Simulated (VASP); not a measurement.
# AlN (NiAs type) (P6_3/mmc) in VASP: notebook

AlN (NiAs type) is run at these levels: PBE; tasks: single point, relaxation of cell and atoms.

All numbers are computed with VASP 6.6.1; they aren't measurements. Logs are shortened: lines on timing, memory, paths and dates and some standing lists are left out, and cuts for length are marked.

## Step 1: The cell of the first run

The structure is hexagonal, space group P6_3/mmc (No. 194). The conventional cell has a = 2.614 Å, b = 2.614 Å, c = 4.525 Å, α = 90.00°, β = 90.00°, γ = 120.00°. Al (site symmetry -3m) has 6 N at 1.89 Å and 2 Al at 2.26 Å within 2.5 Å. Within 2.5 Å of N (site symmetry -6m2) lie 6 Al at 1.89 Å.

## Step 2: Single point, PBE

Input file INCAR:

```
ALGO = Normal
EDIFF = 1E-6
ENCUT = 520
GGA = PE
ISIF = 2
ISMEAR = -1
LASPH = T
LCHARG = T
LELF = T
LREAL = F
LVHAR = T
LWAVE = F
NBANDS = 16
NELM = 80
PREC = Accurate
SIGMA = 0.05
```

Input file KPOINTS:

```
k-points
0
Gamma
  12 12 7
```

Input file POSCAR:

```
AlN
1.0
    2.6137391015      0.0000000000      0.0000000000
   -1.3068695507      2.2635644608      0.0000000000
    0.0000000000      0.0000000000      4.5253485948
Al N
2 2
Direct
    0.0000000000      0.0000000000      0.0000000000
    0.0000000000      0.0000000000      0.5000000000
    0.3333333333      0.6666666667      0.2500000000
    0.6666666667      0.3333333333      0.7500000000
```

Potentials or basis: VASP PAW PBE potentials, release 64 (Al, N).

On the command line:

```sh
> cat potpaw_PBE.64/Al/POTCAR potpaw_PBE.64/N/POTCAR > POTCAR
> mpirun -np 1 vasp_std > vasp.out
```

OUTCAR:

```text
EDIFF = 1E-6
   ENCUT = 520
   GGA = PE
   ISIF = 2
   ISMEAR = -1
   LASPH = T
   LREAL = F
   NELM = 80
   PREC = Accurate

 ion  position               nearest neighbor table
   1  0.000  0.000  0.000-   3 1.89   4 1.89   4 1.89   3 1.89   4 1.89   3 1.89   2 2.26   2 2.26

   2  0.000  0.000  0.500-   3 1.89   4 1.89   4 1.89   3 1.89   4 1.89   3 1.89   1 2.26   1 2.26

   3  0.333  0.667  0.250-   1 1.89   2 1.89   1 1.89   2 1.89   1 1.89   2 1.89
   4  0.667  0.333  0.750-   1 1.89   2 1.89   1 1.89   2 1.89   1 1.89   2 1.89

  LATTYP: Found a hexagonal cell.
 ALAT       =     2.6137391015
 C/A-ratio  =     1.7313696659

  Lattice vectors:

 A1 = (   2.6137391015,   0.0000000000,   0.0000000000)
 A2 = (  -1.3068695507,   2.2635644608,   0.0000000000)
 A3 = (   0.0000000000,   0.0000000000,   4.5253485948)

Analysis of symmetry for initial positions (statically):
=====================================================================
 Subroutine PRICEL returns:
 Original cell was already a primitive cell.

 Routine SETGRP: Setting up the symmetry group for a
 hexagonal supercell.

 Subroutine GETGRP returns: Found 24 space group operations
 (whereof 12 operations were pure point group operations)
 out of a pool of 24 trial point group operations.

The static configuration has the point symmetry D_3d.
 The point group associated with its full space group is D_6h.

Analysis of symmetry for dynamics (positions and initial velocities):
=====================================================================
 Subroutine PRICEL returns:
 Original cell was already a primitive cell.

 Routine SETGRP: Setting up the symmetry group for a
 hexagonal supercell.

 Subroutine GETGRP returns: Found 24 space group operations
 (whereof 12 operations were pure point group operations)
 out of a pool of 24 trial point group operations.

The dynamic configuration has the point symmetry D_3d.
 The point group associated with its full space group is D_6h.

 Subroutine INISYM returns: Found 24 space group operations
 (whereof 12 operations are pure point group operations),
 and found     1 'primitive' translations

----------------------------------------------------------------------------------------

                                     Primitive cell

  volume of cell :      26.7736

  direct lattice vectors                    reciprocal lattice vectors
     2.613739102  0.000000000  0.000000000     0.382593657  0.220890551  0.000000000
    -1.306869551  2.263564461  0.000000000     0.000000000  0.441781101  0.000000000
     0.000000000  0.000000000  4.525348595     0.000000000  0.000000000  0.220977452

  length of vectors
     2.613739102  2.613739102  4.525348595     0.441781101  0.441781101  0.220977452

  position of ions in fractional coordinates (direct lattice)
     0.000000000  0.000000000  0.000000000
     0.000000000  0.000000000  0.500000000
     0.333333333  0.666666667  0.250000000
     0.666666667  0.333333333  0.750000000

  ion indices of the primitive-cell ions
   primitive index   ion index
                 1           1
                 2           2
                 3           3
                 4           4

----------------------------------------------------------------------------------------

 KPOINTS: k-points

Automatic generation of k-mesh.
 Grid dimensions read from file:
 generate k-points for:   12   12    7

 Generating k-lattice:

  Cartesian coordinates                     Fractional coordinates (reciprocal lattice)
     0.031882805  0.018407546  0.000000000     0.083333333  0.000000000  0.000000000
     0.000000000  0.036815092  0.000000000     0.000000000  0.083333333  0.000000000
     0.000000000  0.000000000  0.031568207     0.000000000  0.000000000  0.142857143

  Length of vectors
     0.036815092  0.036815092  0.031568207

  Shift w.r.t. Gamma in fractional coordinates (k-lattice)
     0.000000000  0.000000000  0.000000000

 Subroutine IBZKPT returns following result:
 ===========================================

 Found     76 irreducible k-points:

 Following reciprocal coordinates:
            Coordinates               Weight
  0.000000  0.000000  0.000000      1.000000
  0.083333 -0.000000  0.000000      6.000000
  0.166667 -0.000000  0.000000      6.000000
  0.250000 -0.000000  0.000000      6.000000
  0.333333 -0.000000  0.000000      6.000000
  0.416667 -0.000000  0.000000      6.000000
[... 16 lines left out ...]
  0.250000 -0.000000  0.142857     12.000000
  0.333333 -0.000000  0.142857     12.000000
 [... further k-points ...]
   k-points           NKPTS =     76   k-points in BZ     NKDIM =     76   number of bands    NBANDS=     16
   number of dos      NEDOS =    301   number of ions     NIONS =      4
   total plane-waves  NPLWV =  14400
   dimension x,y,z NGX =    20 NGY =   20 NGZ =   36
   dimension x,y,z NGXF=    40 NGYF=   40 NGZF=   72
   ions per type =               2   2
   NGX,Y,Z   is equivalent  to a cutoff of  12.72, 12.72, 13.23 a.u.
   NGXF,Y,Z  is equivalent  to a cutoff of  25.44, 25.44, 26.45 a.u.
 SYSTEM =  unknown system
   PREC   = accura    normal or accurate (medium, high low for compatibility)
   ISTART =      0    job   : 0-new  1-cont  2-samecut
   ICHARG =      2    charge: 1-file 2-atom 10-const
   ISPIN  =      1    spin polarized calculation?
   LNONCOLLINEAR =      F non collinear calculations
   LSORBIT =      F    spin-orbit coupling
   LASPH  =      T    aspherical Exc in radial PAW
   ENCUT  =  520.0 eV  38.22 Ry    6.18 a.u.   4.86  4.86  8.41*2*pi/ulx,y,z
   NELM   =     80;   NELMIN=  2; NELMDL= -5     # of ELM steps
   EDIFF  = 0.1E-05   stopping-criterion for ELM
   LREAL  =      F    real-space projection
   EDIFFG = 0.1E-04   stopping-criterion for IOM
   NSW    =      0    number of steps for IOM
   IBRION =     -1    ionic relax: 0-MD 1-quasi-New 2-CG
   NFREE  =      0    steps in history (QN), initial steepest desc. (CG)
   ISIF   =      2    stress and relaxation
   ISYM   =      2    0-nonsym 1-usesym 2-fastsym
   POTIM  = 0.5000    time-step for ionic-motion
   TEBEG  =    0.0;   TEEND  =   0.0 temperature during run
   PSTRESS=    0.0 pullay stress
   NELECT =      16.0000    total number of electrons
   NUPDOWN=      -1.0000    fix difference up-down
   EMIN   =  10.00;   EMAX   =-10.00  energy-range for DOS
   EFERMI =   0.00;   METHOD = LEGACY
   ISMEAR =    -1;   SIGMA  =   0.05  broadening in eV -4-tet -1-fermi 0-gaus
   EFERMI_NEDOS =   21; number of points for ismear=-14 and -15
   IALGO  =     38    algorithm
   IMIX   =      4    mixing-type and parameters
     AMIX     =   0.40;   BMIX     =  1.00
     AMIX_MAG =   1.60;   BMIX_MAG =  1.00
  volume/ion in A,a.u.               =       6.69        45.17
  Fermi-wavevector in a.u.,A,eV,Ry     =   1.378941  2.605821 25.871194  1.901479
  Thomas-Fermi vector in A             =   2.503957
   LORBIT       =      0    0 simple, 1 ext, 2 COOP (PROOUT), +10 PAW based schemes
   GGA     = PE    functional components
   LHFCALC =     F    Hartree Fock is set to
   AEXX    =    0.0000 exact exchange contribution
   IVDW    =     0    specifies the selected vdW correction
   LEPSILON=     F    determine dielectric tensor
   LRPA    =     F    only Hartree local field effects (RPA)
 non-spin polarized calculation
  energy-cutoff  :      520.00
  volume of cell :       26.77
 maximum number of plane-waves:       738
 NGX is ok and might be reduce to    20
   NGX =  9   NGY =  9   NGZ = 17

 number of electron      16.0000003 magnetization

 Free energy of the ion-electron system (eV)
  ---------------------------------------------------
  ext. energy  EPLUGINS =         0.00000000
  ---------------------------------------------------
  free energy    TOTEN  =       -26.50822007 eV

  energy without entropy =      -26.50822007  energy(sigma->0) =      -26.50822007

 E-fermi :  14.1848     XC(G=0): -13.2911

 val. band max:       13.1691056673   @ k =   0.0000   0.0000   0.0000
 cond. band min:      18.7102613135   @ k =   0.5000  -0.0000   0.0000
 fundamental gap:      5.5411556462
 Fermi energy:        14.1848284918

 k-point     1 :       0.0000    0.0000    0.0000
  band No.  band energies     occupation
      1      -6.6948      2.00000
      2      -2.9651      2.00000
      3       2.7678      2.00000
      4      11.9044      2.00000
      5      11.9044      2.00000
      6      12.2359      2.00000
[... 8 lines left out ...]
     15      27.7555      0.00000
     16      28.7853      0.00000

 k-point     2 :       0.0833   -0.0000    0.0000
  band No.  band energies     occupation
      1      -6.5344      2.00000
      2      -2.8512      2.00000
      3       2.9305      2.00000
      4      11.2025      2.00000
      5      11.7393      2.00000
      6      12.1649      2.00000
[... 8 lines left out ...]
     15      27.8848      0.00000
     16      28.2566      0.00000

 k-point     3 :       0.1667   -0.0000    0.0000
  band No.  band energies     occupation
      1      -6.0600      2.00000
      2      -2.5230      2.00000
      3       3.4091      2.00000
      4       9.5310      2.00000
      5      11.0887      2.00000
      6      11.3296      2.00000
[... 8 lines left out ...]
     15      27.8321      0.00000
     16      28.5694      0.00000

 k-point     4 :       0.2500   -0.0000    0.0000
  band No.  band energies     occupation
      1      -5.2951      2.00000
      2      -2.0330      2.00000
      3       4.1731      2.00000
      4       7.5437      2.00000
      5       9.3246      2.00000
      6      10.8417      2.00000
[... 8 lines left out ...]
     15      27.0327      0.00000
     16      30.1310      0.00000
[... 324 lines left out ...]
 k-point    22 :       0.1667   -0.0000    0.1429
  band No.  band energies     occupation
      1      -5.9473      2.00000
      2      -2.8438      2.00000
      3       3.8942      2.00000
      4       9.6137      2.00000
      5      10.7746      2.00000
      6      11.3893      2.00000
[... 8 lines left out ...]
     15      27.6430      0.00000
     16      29.1813      0.00000

 k-point    23 :       0.2500   -0.0000    0.1429
  band No.  band energies     occupation
      1      -5.1874      2.00000
      2      -2.3108      2.00000
      3       4.5604      2.00000
      4       7.6798      2.00000
      5       9.0755      2.00000
      6      10.9027      2.00000
[... 8 lines left out ...]
     15      27.2923      0.00000
     16      30.3159      0.00000

 k-point    24 :       0.3333   -0.0000    0.1429
  band No.  band energies     occupation
      1      -4.1929      2.00000
      2      -1.7263      2.00000
      3       5.0344      2.00000
      4       6.2743      2.00000
      5       7.3312      2.00000
      6      10.4743      2.00000
[... 8 lines left out ...]
     15      27.9784      0.00000
     16      31.4266      0.00000

 [... further k-points ...]

------------------------ aborting loop because EDIFF is reached ----------------------------------------

  FORCE on cell =-STRESS in cart. coord.  units (eV):
  Direction    XX          YY          ZZ          XY          YZ          ZX
  --------------------------------------------------------------------------------------
  -------------------------------------------------------------------------------------
  Total       16.7202940     16.7202940     16.7049127      0.0000000      0.0000000      0.0000000
  in kB     1000.5697086   1000.5697086    999.6492693      0.0000000      0.0000000      0.0000000
  external PRESSURE =    1000.2628955 kB  Pullay stress =       0.0000000 kB

 VOLUME and BASIS-vectors are now :
 -----------------------------------------------------------------------------
  energy-cutoff  :      520.00
  volume of cell :       26.77
      direct lattice vectors                 reciprocal lattice vectors
     2.613739102  0.000000000  0.000000000     0.382593657  0.220890551  0.000000000
    -1.306869551  2.263564461  0.000000000     0.000000000  0.441781101  0.000000000
     0.000000000  0.000000000  4.525348595     0.000000000  0.000000000  0.220977452

 POSITION                                       TOTAL-FORCE (eV/Angst)
 -----------------------------------------------------------------------------------
      0.00000      0.00000      0.00000        -0.000000      0.000000     -0.000000
      0.00000      0.00000      2.26267        -0.000000      0.000000     -0.000000
     -0.00000      1.50904      1.13134        -0.000000     -0.000000      0.000000
      1.30687      0.75452      3.39401         0.000000      0.000000      0.000000
 -----------------------------------------------------------------------------------
    total drift:                                0.000000     -0.000000      0.000000

  FREE ENERGIE OF THE ION-ELECTRON SYSTEM (eV)
  ---------------------------------------------------
  free  energy   TOTEN  =       -26.5082200654 eV

  energy  without entropy=      -26.5082200654  energy(sigma->0) =      -26.50822007
```

It took 15 s on 1 thread of AMD EPYC 9R45 (Zen 5), shared host; peak memory 0.12 GiB.

Results:

| Quantity | Value |
| --- | --- |
| Free energy | -26.5082 eV |
| Pressure | 100.0 GPa |
| Band gap on the k mesh | 5.54 eV (least direct gap 7.20 eV) |

Caveat: the cell stands under pressure.

(Part 1 of 3 ends here.)
